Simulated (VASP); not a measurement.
# Ga (Im-3m) in VASP: notebook

The runs below take Ga through single point, with PBE, r2SCAN.

All numbers are computed with VASP 6.6.1; they aren't measurements. Logs are shortened: lines on timing, memory, paths and dates and some standing lists are left out, and cuts for length are marked.

**1. The cell of the first run**

It takes space group Im-3m (No. 229, cubic). Conventional cell: a = 3.397 Å, b = 3.397 Å, c = 3.397 Å, α = 90.00°, β = 90.00°, γ = 90.00°. Within 3.9 Å of Ga (site symmetry m-3m) lie 14 Ga at 2.94 to 3.40 Å.

**2. Single point, PBE**

INCAR

```
SYSTEM = Ga
PREC = Accurate
ENCUT = 520
EDIFF = 1E-6
ISMEAR = 0
SIGMA = 0.05
LREAL = .False.
LASPH = .True.
NELM = 60
ALGO = Fast
ISIF = 2
LWAVE = .False.
LCHARG = .True.
GGA = PE
LELF = .True.
LVHAR = .True.
NBANDS = 12
```

KPOINTS

```
regular mesh
0
Gamma
  8 8 8
  0 0 0
```

POSCAR

```
Ga
1.0
   -1.6983540875      1.6983540875      1.6983540875
    1.6983540875     -1.6983540875      1.6983540875
    1.6983540875      1.6983540875     -1.6983540875
Ga
1
Direct
    0.0000000000      0.0000000000      0.0000000000
```

Potentials or basis: VASP PAW PBE potentials, release 64 (Ga_d).

On the command line:

```bash
$ cat potpaw_PBE.64/Ga_d/POTCAR > POTCAR
$ mpirun -np 1 vasp_std > vasp.out
```

OUTCAR:

```text
SYSTEM = Ga
   PREC = Accurate
   ENCUT = 520
   EDIFF = 1E-6
   ISMEAR = 0
   LREAL = .False.
   LASPH = .True.
   NELM = 60
   ISIF = 2
   GGA = PE

 ion  position               nearest neighbor table
   1  0.000  0.000  0.000-

  LATTYP: Found a body centered cubic cell.
 ALAT       =     3.3967081750

  Lattice vectors:

 A1 = (  -1.6983540875,   1.6983540875,   1.6983540875)
 A2 = (   1.6983540875,  -1.6983540875,   1.6983540875)
 A3 = (   1.6983540875,   1.6983540875,  -1.6983540875)

Analysis of symmetry for initial positions (statically):
=====================================================================
 Subroutine PRICEL returns:
 Original cell was already a primitive cell.

 Routine SETGRP: Setting up the symmetry group for a
 body centered cubic supercell.

 Subroutine GETGRP returns: Found 48 space group operations
 (whereof 48 operations were pure point group operations)
 out of a pool of 48 trial point group operations.

The static configuration has the point symmetry O_h .

Analysis of symmetry for dynamics (positions and initial velocities):
=====================================================================
 Subroutine PRICEL returns:
 Original cell was already a primitive cell.

 Routine SETGRP: Setting up the symmetry group for a
 body centered cubic supercell.

 Subroutine GETGRP returns: Found 48 space group operations
 (whereof 48 operations were pure point group operations)
 out of a pool of 48 trial point group operations.

The dynamic configuration has the point symmetry O_h .

 Subroutine INISYM returns: Found 48 space group operations
 (whereof 48 operations are pure point group operations),
 and found     1 'primitive' translations

----------------------------------------------------------------------------------------

                                     Primitive cell

  volume of cell :      19.5950

  direct lattice vectors                    reciprocal lattice vectors
    -1.698354088  1.698354088  1.698354088     0.000000000  0.294402683  0.294402683
     1.698354088 -1.698354088  1.698354088     0.294402683  0.000000000  0.294402683
     1.698354088  1.698354088 -1.698354088     0.294402683  0.294402683  0.000000000

  length of vectors
     2.941635569  2.941635569  2.941635569     0.416348267  0.416348267  0.416348267

  position of ions in fractional coordinates (direct lattice)
     0.000000000  0.000000000  0.000000000

  ion indices of the primitive-cell ions
   primitive index   ion index
                 1           1

----------------------------------------------------------------------------------------

 KPOINTS: regular mesh

Automatic generation of k-mesh.
 Grid dimensions read from file:
 generate k-points for:    8    8    8

 Generating k-lattice:

  Cartesian coordinates                     Fractional coordinates (reciprocal lattice)
     0.000000000  0.036800335  0.036800335     0.125000000  0.000000000  0.000000000
     0.036800335  0.000000000  0.036800335     0.000000000  0.125000000  0.000000000
     0.036800335  0.036800335  0.000000000     0.000000000  0.000000000  0.125000000

  Length of vectors
     0.052043533  0.052043533  0.052043533

  Shift w.r.t. Gamma in fractional coordinates (k-lattice)
     0.000000000  0.000000000  0.000000000

 Subroutine IBZKPT returns following result:
 ===========================================

 Found     29 irreducible k-points:

 Following reciprocal coordinates:
            Coordinates               Weight
  0.000000  0.000000  0.000000      1.000000
  0.125000  0.000000  0.000000     12.000000
  0.250000  0.000000  0.000000     12.000000
  0.375000  0.000000  0.000000     12.000000
  0.500000  0.000000  0.000000      6.000000
  0.125000  0.125000  0.000000     24.000000
[... 16 lines left out ...]
 -0.250000  0.250000  0.250000      6.000000
 -0.375000  0.375000  0.250000     24.000000
 [... further k-points ...]
   k-points           NKPTS =     29   k-points in BZ     NKDIM =     29   number of bands    NBANDS=     12
   number of dos      NEDOS =    301   number of ions     NIONS =      1
   total plane-waves  NPLWV =  13824
   dimension x,y,z NGX =    24 NGY =   24 NGZ =   24
   dimension x,y,z NGXF=    48 NGYF=   48 NGZF=   48
   ions per type =               1
   NGX,Y,Z   is equivalent  to a cutoff of  13.56, 13.56, 13.56 a.u.
   NGXF,Y,Z  is equivalent  to a cutoff of  27.13, 27.13, 27.13 a.u.
 SYSTEM =  Ga
   PREC   = accura    normal or accurate (medium, high low for compatibility)
   ISTART =      0    job   : 0-new  1-cont  2-samecut
   ICHARG =      2    charge: 1-file 2-atom 10-const
   ISPIN  =      1    spin polarized calculation?
   LNONCOLLINEAR =      F non collinear calculations
   LSORBIT =      F    spin-orbit coupling
   LASPH  =      T    aspherical Exc in radial PAW
   ENCUT  =  520.0 eV  38.22 Ry    6.18 a.u.   5.47  5.47  5.47*2*pi/ulx,y,z
   NELM   =     60;   NELMIN=  2; NELMDL= -5     # of ELM steps
   EDIFF  = 0.1E-05   stopping-criterion for ELM
   LREAL  =      F    real-space projection
   EDIFFG = 0.1E-04   stopping-criterion for IOM
   NSW    =      0    number of steps for IOM
   IBRION =     -1    ionic relax: 0-MD 1-quasi-New 2-CG
   NFREE  =      0    steps in history (QN), initial steepest desc. (CG)
   ISIF   =      2    stress and relaxation
   ISYM   =      2    0-nonsym 1-usesym 2-fastsym
   POTIM  = 0.5000    time-step for ionic-motion
   TEBEG  =    0.0;   TEEND  =   0.0 temperature during run
   PSTRESS=    0.0 pullay stress
   NELECT =      13.0000    total number of electrons
   NUPDOWN=      -1.0000    fix difference up-down
   EMIN   =  10.00;   EMAX   =-10.00  energy-range for DOS
   EFERMI =   0.00;   METHOD = LEGACY
   ISMEAR =     0;   SIGMA  =   0.05  broadening in eV -4-tet -1-fermi 0-gaus
   EFERMI_NEDOS =   21; number of points for ismear=-14 and -15
   IALGO  =     68    algorithm
   IMIX   =      4    mixing-type and parameters
     AMIX     =   0.40;   BMIX     =  1.00
     AMIX_MAG =   1.60;   BMIX_MAG =  1.00
  volume/ion in A,a.u.               =      19.59       132.23
  Fermi-wavevector in a.u.,A,eV,Ry     =   1.427823  2.698194 27.737906  2.038679
  Thomas-Fermi vector in A             =   2.547951
   LORBIT       =      0    0 simple, 1 ext, 2 COOP (PROOUT), +10 PAW based schemes
   GGA     = PE    functional components
   LHFCALC =     F    Hartree Fock is set to
   AEXX    =    0.0000 exact exchange contribution
   IVDW    =     0    specifies the selected vdW correction
   LEPSILON=     F    determine dielectric tensor
   LRPA    =     F    only Hartree local field effects (RPA)
 non-spin polarized calculation
 RMM-DIIS sequential band-by-band and
 Gauss-broadening in eV      SIGMA  =   0.05
  energy-cutoff  :      520.00
  volume of cell :       19.59
 maximum number of plane-waves:       543
 NGX is ok and might be reduce to    24
   NGX = 11   NGY = 11   NGZ = 11

 number of electron      12.9999993 magnetization

 Free energy of the ion-electron system (eV)
  ---------------------------------------------------
  ext. energy  EPLUGINS =         0.00000000
  ---------------------------------------------------
  free energy    TOTEN  =        -2.83108806 eV

  energy without entropy =       -2.82808845  energy(sigma->0) =       -2.82958825

 E-fermi :   5.3573     XC(G=0): -10.8339

 val. band max:        5.3529852241   @ k =  -0.3750   0.3750   0.1250
 cond. band min:       5.6192864972   @ k =   0.2500   0.2500   0.0000
 fundamental gap:      0.2663012731
 Fermi energy:         5.3573385958

 k-point     1 :       0.0000    0.0000    0.0000
  band No.  band energies     occupation
      1      -9.6862      2.00000
      2      -9.6862      2.00000
      3      -9.6862      2.00000
      4      -9.5154      2.00000
      5      -9.5154      2.00000
      6      -5.5421      2.00000
      7      17.3293      0.00000
      8      17.3293      0.00000
      9      17.3293      0.00000
     10      22.0090      0.00000
     11      22.0091      0.00000
     12      22.0106      0.00000

 k-point     2 :       0.1250    0.0000    0.0000
  band No.  band energies     occupation
      1      -9.6973      2.00000
      2      -9.6791      2.00000
      3      -9.6469      2.00000
      4      -9.5260      2.00000
      5      -9.5155      2.00000
      6      -5.1280      2.00000
      7      14.2476      0.00000
      8      15.8338      0.00000
      9      16.7146      0.00000
     10      19.5534      0.00000
     11      19.7081      0.00000
     12      21.7705      0.00000

 k-point     3 :       0.2500    0.0000    0.0000
  band No.  band energies     occupation
      1      -9.7240      2.00000
      2      -9.6826      2.00000
      3      -9.5502      2.00000
      4      -9.5392      2.00000
      5      -9.5154      2.00000
      6      -3.8737      2.00000
      7       9.3889      0.00000
      8      13.8304      0.00000
      9      15.4252      0.00000
     10      17.8914      0.00000
     11      17.9104      0.00000
     12      22.4678      0.00000
[... 286 lines left out ...]
 k-point    23 :      -0.2500    0.2500    0.2500
  band No.  band energies     occupation
      1      -9.6387      2.00000
      2      -9.5944      2.00000
      3      -9.5944      2.00000
      4      -9.5718      2.00000
      5      -9.5588      2.00000
      6      -2.2103      2.00000
      7      10.3284      0.00000
      8      10.3284      0.00000
      9      10.6609      0.00000
     10      13.8752      0.00000
     11      24.0512      0.00000
     12      24.2301      0.00000

 k-point    24 :      -0.3750    0.3750    0.2500
  band No.  band energies     occupation
      1      -9.6855      2.00000
      2      -9.6277      2.00000
      3      -9.5966      2.00000
      4      -9.5433      2.00000
      5      -9.4668      2.00000
      6      -0.1458      2.00000
      7       6.4761      0.00000
      8       9.0321      0.00000
      9      10.7038      0.00000
     10      14.1153      0.00000
     11      20.2088      0.00000
     12      23.2473      0.00000

 [... further k-points ...]
[... 5 lines left out ...]
  --------------------------------------------------------------------------------------
  -------------------------------------------------------------------------------------
  Total       -0.0801923     -0.0801923     -0.0801923     -0.0000000     -0.0000000     -0.0000000
  in kB       -6.5568979     -6.5568979     -6.5568979     -0.0000000     -0.0000000     -0.0000000
  external PRESSURE =      -6.5568979 kB  Pullay stress =       0.0000000 kB

 VOLUME and BASIS-vectors are now :
 -----------------------------------------------------------------------------
  energy-cutoff  :      520.00
  volume of cell :       19.59
      direct lattice vectors                 reciprocal lattice vectors
    -1.698354088  1.698354088  1.698354088     0.000000000  0.294402683  0.294402683
     1.698354088 -1.698354088  1.698354088     0.294402683  0.000000000  0.294402683
     1.698354088  1.698354088 -1.698354088     0.294402683  0.294402683  0.000000000

 POSITION                                       TOTAL-FORCE (eV/Angst)
 -----------------------------------------------------------------------------------
      0.00000      0.00000      0.00000         0.000000      0.000000     -0.000000
 -----------------------------------------------------------------------------------
    total drift:                               -0.000000      0.000000     -0.000000

  FREE ENERGIE OF THE ION-ELECTRON SYSTEM (eV)
  ---------------------------------------------------
  free  energy   TOTEN  =        -2.8310880571 eV

  energy  without entropy=       -2.8280884462  energy(sigma->0) =       -2.82958825
```

Run time: 3.3 s. Hardware: 1 thread of Intel Xeon 6975P-C (Granite Rapids), shared host; peak memory 0.13 GiB.

Results:

```
Free energy : -2.8311 eV
Pressure    : -0.7 GPa
```

(Part 1 of 2 ends here.)
